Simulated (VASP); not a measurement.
# Sn (I4_1/amd) in VASP: a series of runs

The runs below take Sn through single point, with r2SCAN.

Program: VASP 6.6.1. These are calculated values, not measurements. Logs are shortened: lines on timing, memory, paths and dates and some standing lists are left out, and cuts for length are marked.

**1. The cell of the first run**

Symmetry: I4_1/amd, No. 141, tetragonal system. Conventional cell: a = 5.586 Å, b = 5.586 Å, c = 3.199 Å, α = 90.00°, β = 90.00°, γ = 90.00°. Within 3.8 Å of Sn (site symmetry -4m2) lie 10 Sn at 2.91 to 3.68 Å.

**2. Single point, r2SCAN (strain -0.050 along x and y, +0.000 along z)**

POSCAR reads:

```
Sn
1.0
   -2.7931334325      2.7931334325      1.5993019889
    2.7931334325     -2.7931334325      1.5993019889
    2.7931334325      2.7931334325     -1.5993019889
Sn
2
Direct
    0.7500000000      0.2500000000      0.5000000000
    0.0000000000      0.0000000000      0.0000000000
```

INCAR.step1 reads:

```
PREC     = Accurate       # precision mode
ENCUT    = 520            # plane-wave cutoff, eV
ISMEAR   = 0              # smearing method
SIGMA    = 0.15           # smearing width, eV
LREAL    = F              # projectors in reciprocal space
LASPH    = T              # aspherical terms in the spheres
NELM     = 60             # most SCF steps
NBANDS   = 21             # bands
GGA      = PE             # functional
ALGO     = Normal         # electronic algorithm
EDIFF    = 1E-4           # SCF threshold, eV
LWAVE    = T              # write WAVECAR
LCHARG   = F              # write CHGCAR
```

INCAR.step2 reads:

```
PREC     = Accurate       # precision mode
ENCUT    = 520            # plane-wave cutoff, eV
EDIFF    = 1E-6           # SCF threshold, eV
ISMEAR   = 0              # smearing method
SIGMA    = 0.15           # smearing width, eV
LREAL    = F              # projectors in reciprocal space
LASPH    = T              # aspherical terms in the spheres
NELM     = 60             # most SCF steps
ALGO     = Normal         # electronic algorithm
ISIF     = 2              # what is computed and relaxed
LWAVE    = F              # write WAVECAR
LCHARG   = T              # write CHGCAR
METAGGA  = R2SCAN         # meta-GGA
LMIXTAU  = T            
LELF     = T              # ELF
LVHAR    = T            
NBANDS   = 21             # bands
ISTART   = 1
```

KPOINTS reads:

```
regular mesh
0
Gamma
  16 16 16
```

Potentials or basis: VASP PAW PBE potentials, release 64 (Sn_d).

Command:

```bash
cat potpaw_PBE.64/Sn_d/POTCAR > POTCAR
cp INCAR.step1 INCAR
mpirun -np 1 vasp_std > vasp.out
cp INCAR.step2 INCAR
mpirun -np 1 vasp_std > vasp.out
```

OUTCAR:

```text
PREC = Accurate
   ENCUT = 520
   EDIFF = 1E-6
   ISMEAR = 0
   LREAL = F
   LASPH = T
   NELM = 60
   ISIF = 2
   METAGGA = R2SCAN
   ISTART = 1

 ion  position               nearest neighbor table
   1  0.750  0.250  0.500-   2 2.91   2 2.91   2 2.91   2 2.91   2 3.68   2 3.68   2 3.68   2 3.68

   2  0.000  0.000  0.000-   1 2.91   1 2.91   1 2.91   1 2.91   1 3.68   1 3.68   1 3.68   1 3.68

  LATTYP: Found a body centered tetragonal cell.
 ALAT       =     5.5862668650
 C/A-ratio  =     0.5725834542

  Lattice vectors:

 A1 = (  -2.7931334325,   2.7931334325,   1.5993019889)
 A2 = (   2.7931334325,  -2.7931334325,   1.5993019889)
 A3 = (   2.7931334325,   2.7931334325,  -1.5993019889)

Analysis of symmetry for initial positions (statically):
=====================================================================
 Subroutine PRICEL returns:
 Original cell was already a primitive cell.

 Routine SETGRP: Setting up the symmetry group for a
 body centered tetragonal supercell.

 Subroutine GETGRP returns: Found 16 space group operations
 (whereof  8 operations were pure point group operations)
 out of a pool of 16 trial point group operations.

The static configuration has the point symmetry D_2d.
 The point group associated with its full space group is D_4h.

Analysis of symmetry for dynamics (positions and initial velocities):
=====================================================================
 Subroutine PRICEL returns:
 Original cell was already a primitive cell.

 Routine SETGRP: Setting up the symmetry group for a
 body centered tetragonal supercell.

 Subroutine GETGRP returns: Found 16 space group operations
 (whereof  8 operations were pure point group operations)
 out of a pool of 16 trial point group operations.

The dynamic configuration has the point symmetry D_2d.
 The point group associated with its full space group is D_4h.

 Subroutine INISYM returns: Found 16 space group operations
 (whereof  8 operations are pure point group operations),
 and found     1 'primitive' translations

----------------------------------------------------------------------------------------

                                     Primitive cell

  volume of cell :      49.9084

  direct lattice vectors                    reciprocal lattice vectors
    -2.793133432  2.793133432  1.599301989     0.000000000  0.179010424  0.312636390
     2.793133432 -2.793133432  1.599301989     0.179010424  0.000000000  0.312636390
[... 81 lines left out ...]
   LSORBIT =      F    spin-orbit coupling
   LASPH  =      T    aspherical Exc in radial PAW
   ENCUT  =  520.0 eV  38.22 Ry    6.18 a.u.   7.92  7.92  7.92*2*pi/ulx,y,z
   NELM   =     60;   NELMIN=  2; NELMDL=  0     # of ELM steps
   EDIFF  = 0.1E-05   stopping-criterion for ELM
   LREAL  =      F    real-space projection
   EDIFFG = 0.1E-04   stopping-criterion for IOM
   NSW    =      0    number of steps for IOM
   IBRION =     -1    ionic relax: 0-MD 1-quasi-New 2-CG
   NFREE  =      0    steps in history (QN), initial steepest desc. (CG)
   ISIF   =      2    stress and relaxation
   ISYM   =      2    0-nonsym 1-usesym 2-fastsym
   POTIM  = 0.5000    time-step for ionic-motion
   TEBEG  =    0.0;   TEEND  =   0.0 temperature during run
   PSTRESS=    0.0 pullay stress
   NELECT =      28.0000    total number of electrons
   NUPDOWN=      -1.0000    fix difference up-down
   EMIN   =  10.00;   EMAX   =-10.00  energy-range for DOS
   EFERMI =   0.00;   METHOD = LEGACY
   ISMEAR =     0;   SIGMA  =   0.15  broadening in eV -4-tet -1-fermi 0-gaus
   EFERMI_NEDOS =   21; number of points for ismear=-14 and -15
   IALGO  =     38    algorithm
   IMIX   =      4    mixing-type and parameters
     AMIX     =   0.40;   BMIX     =  1.00
     AMIX_MAG =   1.60;   BMIX_MAG =  1.00
  volume/ion in A,a.u.               =      24.95       168.40
  Fermi-wavevector in a.u.,A,eV,Ry     =   1.350215  2.551536 24.804513  1.823080
  Thomas-Fermi vector in A             =   2.477738
   LORBIT       =      0    0 simple, 1 ext, 2 COOP (PROOUT), +10 PAW based schemes
   METAGGA = R2SCAN    functional components
   LHFCALC =     F    Hartree Fock is set to
   AEXX    =    0.0000 exact exchange contribution
   IVDW    =     0    specifies the selected vdW correction
   LEPSILON=     F    determine dielectric tensor
   LRPA    =     F    only Hartree local field effects (RPA)
 non-spin polarized calculation
 Gauss-broadening in eV      SIGMA  =   0.15
  energy-cutoff  :      520.00
  volume of cell :       49.91
 maximum number of plane-waves:      1369
   NGX = 15   NGY = 15   NGZ = 15

 number of electron      27.9999994 magnetization

 Free energy of the ion-electron system (eV)
  ---------------------------------------------------
  ext. energy  EPLUGINS =         0.00000000
  ---------------------------------------------------
  free energy    TOTEN  =       -49.11524678 eV

  energy without entropy =      -49.10658804  energy(sigma->0) =      -49.11091741

 E-fermi :   9.0412     XC(G=0): -11.5794

 val. band max:        9.0312809100   @ k =  -0.1875   0.3750   0.1250
 cond. band min:       9.0439456402   @ k =   0.5000   0.2500   0.1250
 fundamental gap:      0.0126647302
 Fermi energy:         9.0411993847

 k-point     1 :       0.0000    0.0000    0.0000
  band No.  band energies     occupation
      1     -13.5400      2.00000
      2     -13.3595      2.00000
      3     -13.3428      2.00000
      4     -13.2740      2.00000
      5     -13.1282      2.00000
      6     -13.1282      2.00000
[... 565 lines left out ...]
     20      19.9268      0.00000
     21      20.1224      0.00000

 [... further k-points ...]

------------------------ aborting loop because EDIFF is reached ----------------------------------------

  FORCE on cell =-STRESS in cart. coord.  units (eV):
  Direction    XX          YY          ZZ          XY          YZ          ZX
  --------------------------------------------------------------------------------------
  -------------------------------------------------------------------------------------
  Total        2.7501727      2.7501727      1.2988853      0.0000000      0.0000000      0.0000000
  in kB       88.2869897     88.2869897     41.6972618      0.0000000      0.0000000      0.0000000
  external PRESSURE =      72.7570804 kB  Pullay stress =       0.0000000 kB

 VOLUME and BASIS-vectors are now :
 -----------------------------------------------------------------------------
  energy-cutoff  :      520.00
  volume of cell :       49.91
      direct lattice vectors                 reciprocal lattice vectors
    -2.793133432  2.793133432  1.599301989     0.000000000  0.179010424  0.312636390
     2.793133432 -2.793133432  1.599301989     0.179010424  0.000000000  0.312636390
     2.793133432  2.793133432 -1.599301989     0.179010424  0.179010424  0.000000000

 POSITION                                       TOTAL-FORCE (eV/Angst)
 -----------------------------------------------------------------------------------
     -0.00000      2.79313      0.79965        -0.000000      0.000000      0.000000
      0.00000      0.00000      0.00000         0.000000     -0.000000     -0.000000
 -----------------------------------------------------------------------------------
    total drift:                                0.000000     -0.000000      0.000000

  FREE ENERGIE OF THE ION-ELECTRON SYSTEM (eV)
  ---------------------------------------------------
  free  energy   TOTEN  =       -49.1152467768 eV

  energy  without entropy=      -49.1065880362  energy(sigma->0) =      -49.11091741
```

Run time: 10 min. Hardware: 1 thread of Intel Xeon 6975P-C (Granite Rapids), shared host; peak memory 0.39 GiB.

What came out:

| Property | Result |
| --- | --- |
| Free energy | -49.1152 eV |
| Pressure | 7.3 GPa |
| Band gap on the k mesh | zero (bands 14 and 15 overlap by 5.54 eV) |

Caveat: the cell differs from its parent crystal (strain -0.050 along x and y, +0.000 along z); the cell stands under pressure; the PAW data sets were made with another functional, which shifts forces and pressure a little; spin-orbit coupling is left out, which moves the levels of the heavy elements.

**3. Single point, r2SCAN (strain -0.025 along x and y, -0.050 along z)**

POSCAR reads:

```
Sn
1.0
   -2.8666369439      2.8666369439      1.5193368895
    2.8666369439     -2.8666369439      1.5193368895
    2.8666369439      2.8666369439     -1.5193368895
Sn
2
Direct
    0.7500000000      0.2500000000      0.5000000000
    0.0000000000      0.0000000000      0.0000000000
```

INCAR.step1 reads:

```
  ALGO = Normal
  EDIFF = 1E-4
  ENCUT = 520
  GGA = PE
  ISMEAR = 0
  LASPH = True
  LCHARG = False
  LREAL = False
  LWAVE = True
  NBANDS = 21
  NELM = 100
  PREC = Accurate
  SIGMA = 0.15
```

INCAR.step2 reads:

```
  ALGO = Normal
  EDIFF = 1E-7
  ENCUT = 520
  ISIF = 2
  ISMEAR = 0
  ISTART = 1
  LASPH = True
  LCHARG = False
  LMIXTAU = True
  LREAL = False
  LWAVE = False
  METAGGA = R2SCAN
  NBANDS = 21
  NELM = 100
  PREC = Accurate
  SIGMA = 0.15
```

KPOINTS reads:

```
k-points
0
Gamma
  16 16 16
```

Potentials or basis: VASP PAW PBE potentials, release 64 (Sn_d).

Command:

```bash
cat potpaw_PBE.64/Sn_d/POTCAR > POTCAR
cp INCAR.step1 INCAR
mpirun -np 1 vasp_std > vasp.out
cp INCAR.step2 INCAR
mpirun -np 1 vasp_std > vasp.out
```

Run time: 12 min. Hardware: 1 thread of Intel Xeon 6975P-C (Granite Rapids), shared host; peak memory 0.39 GiB.

The run converged. Its results:

```
Free energy            : -49.1446 eV
Pressure               : 6.9 GPa
Band gap on the k mesh : zero (bands 14 and 15 overlap by 4.83 eV)
```

Stress tensor (GPa, compression positive):
```
6.15 0.00 0.00
0.00 6.15 0.00
0.00 0.00 8.30
```

Levels at points of the mesh, in eV from the Fermi level:
| k point | band 10 | band 11 | band 12 | band 13 | band 14 | band 15 | band 16 | band 17 | band 18 | band 19 |
| --- | --- | --- | --- | --- | --- | --- | --- | --- | --- | --- |
| (0.00, 0.00, 0.00) | -21.84 | -12.34 | -3.70 | -2.52 | -2.52 | 3.12 | 6.74 | 6.74 | 8.32 | 8.46 |
| (0.50, 0.00, 0.00) | -21.90 | -7.17 | -5.86 | -2.25 | -2.18 | -1.29 | 2.48 | 3.24 | 5.36 | 7.80 |
| (0.50, 0.50, 0.00) | -22.00 | -9.85 | -9.85 | 0.38 | 0.38 | 1.74 | 1.74 | 7.31 | 7.31 | 10.92 |
| (0.50, 0.50, 0.50) | -22.07 | -8.25 | -8.25 | -5.58 | -5.58 | 6.24 | 6.24 | 10.39 | 10.39 | 13.61 |

Caveat: the cell differs from its parent crystal (strain -0.025 along x and y, -0.050 along z); the cell stands under pressure; the PAW data sets were made with another functional, which shifts forces and pressure a little; spin-orbit coupling is left out, which moves the levels of the heavy elements.
